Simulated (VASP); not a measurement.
# BN (R3m) in VASP: notebook

Runs on BN. Level: PBE. Tasks: single point.

All numbers are computed with VASP 6.6.1; they aren't measurements. Logs are shortened: lines on timing, memory, paths and dates and some standing lists are left out, and cuts for length are marked.

**1. The cell of the first run**

It takes space group R3m (No. 160, trigonal). Conventional cell: a = 2.564 Å, b = 2.564 Å, c = 6.280 Å, α = 90.00°, β = 90.00°, γ = 120.00°. B (site symmetry 3m) has 4 N at 1.55 to 1.65 Å within 2.1 Å. N (site symmetry 3m) has 4 B at 1.55 to 1.65 Å within 2.1 Å.

**2. Single point, PBE**

File INCAR:

```
ALGO = Normal ; EDIFF = 1E-6
ENCUT = 520 ; GGA = PE
ISIF = 2 ; ISMEAR = 0
LASPH = T ; LCHARG = T
LELF = T ; LREAL = F
LVHAR = T ; LWAVE = F
NBANDS = 11 ; NELM = 80
PREC = Accurate ; SIGMA = 0.05
```

File KPOINTS:

```
k-points
0
Gamma
  12 12 12
```

File POSCAR:

```
BN
1.0
    0.0000000000      1.8130010000      1.8130010000
    1.8130010000      0.0000000000      1.8130010000
    1.8130010000      1.8130010000      0.0000000000
B N
1 1
Direct
    0.0000000000      0.0000000000      0.0000000000
    0.7858256313      0.7380581229      0.7380581229
```

Potentials or basis: VASP PAW PBE potentials, release 64 (B, N).

Started as:

```bash
> cat potpaw_PBE.64/B/POTCAR potpaw_PBE.64/N/POTCAR > POTCAR
> mpirun -np 1 vasp_std > vasp.out
```

OUTCAR:

```text
EDIFF = 1E-6
   ENCUT = 520
   GGA = PE
   ISIF = 2
   ISMEAR = 0
   LASPH = T
   LREAL = F
   NELM = 80
   PREC = Accurate

 ion  position               nearest neighbor table
   1  0.000  0.000  0.000-   2 1.55   2 1.55   2 1.55   2 1.65
   2  0.786  0.738  0.738-   1 1.55   1 1.55   1 1.55   1 1.65

  LATTYP: Found a face centered cubic cell.
 ALAT       =     3.6260020000

  Lattice vectors:

 A1 = (   0.0000000000,   1.8130010000,   1.8130010000)
 A2 = (   1.8130010000,   0.0000000000,   1.8130010000)
 A3 = (   1.8130010000,   1.8130010000,   0.0000000000)

Analysis of symmetry for initial positions (statically):
=====================================================================
 Subroutine PRICEL returns:
 Original cell was already a primitive cell.

 Routine SETGRP: Setting up the symmetry group for a
 face centered cubic supercell.

 Subroutine GETGRP returns: Found  6 space group operations
 (whereof  6 operations were pure point group operations)
 out of a pool of 48 trial point group operations.

The static configuration has the point symmetry C_3v.

Analysis of symmetry for dynamics (positions and initial velocities):
=====================================================================
 Subroutine PRICEL returns:
 Original cell was already a primitive cell.

 Routine SETGRP: Setting up the symmetry group for a
 face centered cubic supercell.

 Subroutine GETGRP returns: Found  6 space group operations
 (whereof  6 operations were pure point group operations)
 out of a pool of 48 trial point group operations.

The dynamic configuration has the point symmetry C_3v.

 Subroutine INISYM returns: Found  6 space group operations
 (whereof  6 operations are pure point group operations),
 and found     1 'primitive' translations

----------------------------------------------------------------------------------------

                                     Primitive cell

  volume of cell :      11.9186

  direct lattice vectors                    reciprocal lattice vectors
     0.000000000  1.813001000  1.813001000    -0.275785838  0.275785838  0.275785838
     1.813001000  0.000000000  1.813001000     0.275785838 -0.275785838  0.275785838
     1.813001000  1.813001000  0.000000000     0.275785838  0.275785838 -0.275785838

  length of vectors
     2.563970603  2.563970603  2.563970603     0.477675083  0.477675083  0.477675083

  position of ions in fractional coordinates (direct lattice)
     0.000000000  0.000000000  0.000000000
     0.785825631  0.738058123  0.738058123

  ion indices of the primitive-cell ions
   primitive index   ion index
                 1           1
                 2           2

----------------------------------------------------------------------------------------

 KPOINTS: k-points

Automatic generation of k-mesh.
 Grid dimensions read from file:
 generate k-points for:   12   12   12

 Generating k-lattice:

  Cartesian coordinates                     Fractional coordinates (reciprocal lattice)
    -0.022982153  0.022982153  0.022982153     0.083333333  0.000000000  0.000000000
     0.022982153 -0.022982153  0.022982153     0.000000000  0.083333333  0.000000000
     0.022982153  0.022982153 -0.022982153     0.000000000  0.000000000  0.083333333

  Length of vectors
     0.039806257  0.039806257  0.039806257

  Shift w.r.t. Gamma in fractional coordinates (k-lattice)
     0.000000000  0.000000000  0.000000000

 Subroutine IBZKPT returns following result:
 ===========================================

 Found    189 irreducible k-points:

 Following reciprocal coordinates:
            Coordinates               Weight
  0.000000  0.000000  0.000000      1.000000
  0.083333  0.000000  0.000000      2.000000
  0.000000  0.083333  0.000000      6.000000
  0.166667  0.000000  0.000000      2.000000
  0.000000  0.166667  0.000000      6.000000
  0.250000  0.000000  0.000000      2.000000
[... 16 lines left out ...]
  0.083333  0.000000  0.333333      6.000000
  0.416667  0.083333  0.000000      6.000000
 [... further k-points ...]
   k-points           NKPTS =    189   k-points in BZ     NKDIM =    189   number of bands    NBANDS=     11
   number of dos      NEDOS =    301   number of ions     NIONS =      2
   total plane-waves  NPLWV =   8000
   dimension x,y,z NGX =    20 NGY =   20 NGZ =   20
   dimension x,y,z NGXF=    40 NGYF=   40 NGZF=   40
   ions per type =               1   1
   NGX,Y,Z   is equivalent  to a cutoff of  12.97, 12.97, 12.97 a.u.
   NGXF,Y,Z  is equivalent  to a cutoff of  25.94, 25.94, 25.94 a.u.
 SYSTEM =  unknown system
   PREC   = accura    normal or accurate (medium, high low for compatibility)
   ISTART =      0    job   : 0-new  1-cont  2-samecut
   ICHARG =      2    charge: 1-file 2-atom 10-const
   ISPIN  =      1    spin polarized calculation?
   LNONCOLLINEAR =      F non collinear calculations
   LSORBIT =      F    spin-orbit coupling
   LASPH  =      T    aspherical Exc in radial PAW
   ENCUT  =  520.0 eV  38.22 Ry    6.18 a.u.   4.77  4.77  4.77*2*pi/ulx,y,z
   NELM   =     80;   NELMIN=  2; NELMDL= -5     # of ELM steps
   EDIFF  = 0.1E-05   stopping-criterion for ELM
   LREAL  =      F    real-space projection
   EDIFFG = 0.1E-04   stopping-criterion for IOM
   NSW    =      0    number of steps for IOM
   IBRION =     -1    ionic relax: 0-MD 1-quasi-New 2-CG
   NFREE  =      0    steps in history (QN), initial steepest desc. (CG)
   ISIF   =      2    stress and relaxation
   ISYM   =      2    0-nonsym 1-usesym 2-fastsym
   POTIM  = 0.5000    time-step for ionic-motion
   TEBEG  =    0.0;   TEEND  =   0.0 temperature during run
   PSTRESS=    0.0 pullay stress
   NELECT =       8.0000    total number of electrons
   NUPDOWN=      -1.0000    fix difference up-down
   EMIN   =  10.00;   EMAX   =-10.00  energy-range for DOS
   EFERMI =   0.00;   METHOD = LEGACY
   ISMEAR =     0;   SIGMA  =   0.05  broadening in eV -4-tet -1-fermi 0-gaus
   EFERMI_NEDOS =   21; number of points for ismear=-14 and -15
   IALGO  =     38    algorithm
   IMIX   =      4    mixing-type and parameters
     AMIX     =   0.40;   BMIX     =  1.00
     AMIX_MAG =   1.60;   BMIX_MAG =  1.00
  volume/ion in A,a.u.               =       5.96        40.22
  Fermi-wavevector in a.u.,A,eV,Ry     =   1.433387  2.708709 27.954506  2.054598
  Thomas-Fermi vector in A             =   2.552911
   LORBIT       =      0    0 simple, 1 ext, 2 COOP (PROOUT), +10 PAW based schemes
   GGA     = PE    functional components
   LHFCALC =     F    Hartree Fock is set to
   AEXX    =    0.0000 exact exchange contribution
   IVDW    =     0    specifies the selected vdW correction
   LEPSILON=     F    determine dielectric tensor
   LRPA    =     F    only Hartree local field effects (RPA)
 non-spin polarized calculation
 Gauss-broadening in eV      SIGMA  =   0.05
  energy-cutoff  :      520.00
  volume of cell :       11.92
 maximum number of plane-waves:       332
   NGX =  9   NGY =  9   NGZ =  9

 number of electron       8.0000000 magnetization

 Free energy of the ion-electron system (eV)
  ---------------------------------------------------
  ext. energy  EPLUGINS =         0.00000000
  ---------------------------------------------------
  free energy    TOTEN  =       -17.39194965 eV

  energy without entropy =      -17.39194965  energy(sigma->0) =      -17.39194965

 E-fermi :   8.2023     XC(G=0): -12.7772

 val. band max:        7.9838511394   @ k =   0.0000   0.0000   0.0000
 cond. band min:      11.6979577727   @ k =   0.5000   0.5000   0.0000
 fundamental gap:      3.7141066333
 Fermi energy:         8.2023321206

 k-point     1 :       0.0000    0.0000    0.0000
  band No.  band energies     occupation
      1     -12.8400      2.00000
      2       6.9058      2.00000
      3       6.9058      2.00000
      4       7.9839      2.00000
      5      15.5683      0.00000
      6      16.3783      0.00000
      7      16.3783      0.00000
      8      17.4998      0.00000
      9      31.8074      0.00000
     10      34.8426      0.00000
     11      34.9410      0.00000

 k-point     2 :       0.0833    0.0000    0.0000
  band No.  band energies     occupation
      1     -12.6710      2.00000
      2       6.7548      2.00000
      3       6.7548      2.00000
      4       6.9598      2.00000
      5      15.9944      0.00000
      6      16.5960      0.00000
      7      16.5960      0.00000
      8      17.9305      0.00000
      9      31.6248      0.00000
     10      32.9745      0.00000
     11      32.9745      0.00000

 k-point     3 :       0.0000    0.0833    0.0000
  band No.  band energies     occupation
      1     -12.6728      2.00000
      2       6.0898      2.00000
      3       6.7198      2.00000
      4       7.7554      2.00000
      5      15.7302      0.00000
      6      16.5477      0.00000
      7      16.7036      0.00000
      8      18.1383      0.00000
      9      31.5717      0.00000
     10      32.6417      0.00000
     11      32.7709      0.00000

 k-point     4 :       0.1667    0.0000    0.0000
  band No.  band energies     occupation
      1     -12.1706      2.00000
      2       4.7114      2.00000
      3       6.3803      2.00000
      4       6.3803      2.00000
      5      16.5170      0.00000
      6      17.0925      0.00000
      7      17.0925      0.00000
      8      19.1204      0.00000
      9      31.1472      0.00000
     10      31.5489      0.00000
     11      31.5489      0.00000
[... 239 lines left out ...]
 k-point    22 :       0.0000    0.3333    0.0833
  band No.  band energies     occupation
      1     -10.5662      2.00000
      2       0.2246      2.00000
      3       5.1146      2.00000
      4       5.9537      2.00000
      5      16.3634      0.00000
      6      18.3085      0.00000
      7      18.8217      0.00000
      8      21.2090      0.00000
      9      28.1928      0.00000
     10      32.0502      0.00000
     11      33.2898      0.00000

 k-point    23 :       0.0833    0.0000    0.3333
  band No.  band energies     occupation
      1     -10.5696      2.00000
      2       0.1947      2.00000
      3       4.8736      2.00000
      4       6.2930      2.00000
      5      16.4073      0.00000
      6      17.4661      0.00000
      7      19.4993      0.00000
      8      21.5455      0.00000
      9      28.1753      0.00000
     10      32.1732      0.00000
     11      32.4730      0.00000

 k-point    24 :       0.4167    0.0833    0.0000
  band No.  band energies     occupation
      1      -9.4401      2.00000
      2      -1.5506      2.00000
      3       4.9081      2.00000
      4       5.0262      2.00000
      5      16.8829      0.00000
      6      18.0548      0.00000
      7      18.4455      0.00000
      8      21.6232      0.00000
      9      29.7983      0.00000
     10      32.6912      0.00000
     11      34.6586      0.00000

 [... further k-points ...]
[... 5 lines left out ...]
  --------------------------------------------------------------------------------------
  -------------------------------------------------------------------------------------
  Total        0.0927634      0.0927634      0.0927634     -0.0216610      0.0216610     -0.0216610
  in kB       12.4699023     12.4699023     12.4699023     -2.9118284      2.9118284     -2.9118284
  external PRESSURE =      12.4699023 kB  Pullay stress =       0.0000000 kB

 VOLUME and BASIS-vectors are now :
 -----------------------------------------------------------------------------
  energy-cutoff  :      520.00
  volume of cell :       11.92
      direct lattice vectors                 reciprocal lattice vectors
     0.000000000  1.813001000  1.813001000    -0.275785838  0.275785838  0.275785838
     1.813001000  0.000000000  1.813001000     0.275785838 -0.275785838  0.275785838
     1.813001000  1.813001000  0.000000000     0.275785838  0.275785838 -0.275785838

 POSITION                                       TOTAL-FORCE (eV/Angst)
 -----------------------------------------------------------------------------------
      0.00000      0.00000      0.00000        -0.851383      0.851383      0.851383
      2.67620      2.76280      2.76280         0.851383     -0.851383     -0.851383
 -----------------------------------------------------------------------------------
    total drift:                               -0.000006      0.000007      0.000007

  FREE ENERGIE OF THE ION-ELECTRON SYSTEM (eV)
  ---------------------------------------------------
  free  energy   TOTEN  =       -17.3919496495 eV

  energy  without entropy=      -17.3919496495  energy(sigma->0) =      -17.39194965
```

It took 13 s on 1 thread of Intel Xeon Platinum 8488C (Sapphire Rapids), shared host; peak memory 0.13 GiB.

What came out:

```
Free energy            : -17.3919 eV
Pressure               : 1.2 GPa
Largest force          : 1.475 eV/Å
Band gap on the k mesh : 3.71 eV, indirect (least direct gap 7.58 eV)
```

Forces on the atoms (eV/Å):
```
B   -0.851  0.851  0.851
N    0.851 -0.851 -0.851
```

Caveat: the cell differs from its parent crystal (all N atoms moved -0.075 Å, as atom 2 towards its neighbour atom 1 (B) at 1.570 Å); forces of over 1 eV/Å act on the atoms, so gaps and moduli don't describe the material at rest. A k mesh can miss the band edges.

**3. Single point, PBE**

File INCAR:

```
ALGO = Normal
EDIFF = 1E-6
ENCUT = 520
GGA = PE
ISIF = 2
ISMEAR = 0
LASPH = T
LCHARG = F
LREAL = F
LWAVE = F
NBANDS = 11
NELM = 80
PREC = Accurate
SIGMA = 0.05
```

KPOINTS is that of step 2.

POSCAR, as its differences from that of step 2:

```diff
@@ -9,2 +9,2 @@
     0.0000000000      0.0000000000      0.0000000000
-    0.7858256313      0.7380581229      0.7380581229
+    0.7261162458      0.7579612514      0.7579612514
```

Potentials or basis: VASP PAW PBE potentials, release 64 (B, N).

Started as:

```bash
> cat potpaw_PBE.64/B/POTCAR potpaw_PBE.64/N/POTCAR > POTCAR
> mpirun -np 1 vasp_std > vasp.out
```

Wall time 13 s (1 thread of Intel Xeon Platinum 8488C (Sapphire Rapids), shared host); peak memory 0.13 GiB.

The run converged. Its results:

```yaml
Free_energy: -17.4191 eV
Pressure: 0.6 GPa
Largest_force: 1.323 eV/Å
Band_gap_on_the_k_mesh: 4.17 eV, indirect (least direct gap 8.31 eV)
```

Forces on the atoms (eV/Å):
```
B    0.764 -0.764 -0.764
N   -0.764  0.764  0.764
```

Stress tensor (GPa, compression positive):
```
 0.61 -1.10 -1.10
-1.10  0.61  1.10
-1.10  1.10  0.61
```

Levels at points of the mesh, in eV from the valence-band top:
```csv
k point,band 1,band 2,band 3,band 4,band 5,band 6,band 7,band 8
"(0.00, 0.00, 0.00)",-20.38,-0.80,0.00,0.00,8.31,8.31,8.97,9.98
"(0.50, 0.00, 0.00)",-16.23,-11.00,-2.09,-2.09,9.79,10.57,10.57,15.18
"(0.00, 0.50, 0.00)",-16.21,-10.82,-2.57,-1.85,9.65,9.69,11.13,14.80
"(0.50, 0.50, 0.00)",-14.86,-9.12,-5.22,-4.99,4.17,8.88,17.29,17.86
```

Caveat: the cell differs from its parent crystal (all N atoms moved +0.050 Å, as atom 2 towards its neighbour atom 1 (B) at 1.570 Å); forces of over 1 eV/Å act on the atoms, so gaps and moduli don't describe the material at rest. A k mesh can miss the band edges.

**4. Single point, PBE**

File INCAR:

```
ALGO = Normal ; EDIFF = 1E-6
ENCUT = 520 ; GGA = PE
ISIF = 2 ; ISMEAR = 0
LASPH = True ; LCHARG = True
LELF = True ; LREAL = False
LVHAR = True ; LWAVE = False
NBANDS = 11 ; NELM = 80
PREC = Accurate ; SIGMA = 0.05
```

KPOINTS is that of step 3.

POSCAR, as its differences from that of step 3:

```diff
@@ -9,2 +9,2 @@
     0.0000000000      0.0000000000      0.0000000000
-    0.7261162458      0.7579612514      0.7579612514
+    0.7619418771      0.7460193743      0.7460193743
```

Started as:

```bash
> cat potpaw_PBE.64/B/POTCAR potpaw_PBE.64/N/POTCAR > POTCAR
> mpirun -np 1 vasp_std > vasp.out
```

Wall time 13 s (1 thread of Intel Xeon Platinum 8488C (Sapphire Rapids), shared host); peak memory 0.13 GiB.

Results (log left out):

```
Free energy            : -17.4439 eV
Pressure               : 0.0 GPa
Largest force          : 0.559 eV/Å
Band gap on the k mesh : 4.19 eV, indirect (least direct gap 8.33 eV)
```

Forces in eV/Å, atoms in the order of the input:
```
B   -0.323  0.323  0.323
N    0.323 -0.323 -0.323
```

Stress tensor (GPa, compression positive):
```
 0.01  0.15  0.15
 0.15  0.01 -0.15
 0.15 -0.15  0.01
```

Levels at points of the mesh, in eV from the valence-band top:
| k point | band 1 | band 2 | band 3 | band 4 | band 5 | band 6 | band 7 | band 8 |
| --- | --- | --- | --- | --- | --- | --- | --- | --- |
| (0.00, 0.00, 0.00) | -20.38 | -0.38 | -0.38 | 0.00 | 8.33 | 8.63 | 8.63 | 9.95 |
| (0.50, 0.00, 0.00) | -16.20 | -10.79 | -2.22 | -2.22 | 9.78 | 10.32 | 10.32 | 14.76 |
| (0.00, 0.50, 0.00) | -16.21 | -10.88 | -2.33 | -1.98 | 9.69 | 10.19 | 10.76 | 14.96 |
| (0.50, 0.50, 0.00) | -14.85 | -9.11 | -5.17 | -5.04 | 4.19 | 8.92 | 17.43 | 17.65 |

Caveat: the cell differs from its parent crystal (all N atoms moved -0.025 Å, as atom 2 towards its neighbour atom 1 (B) at 1.570 Å).

[end of part 1 of 2]
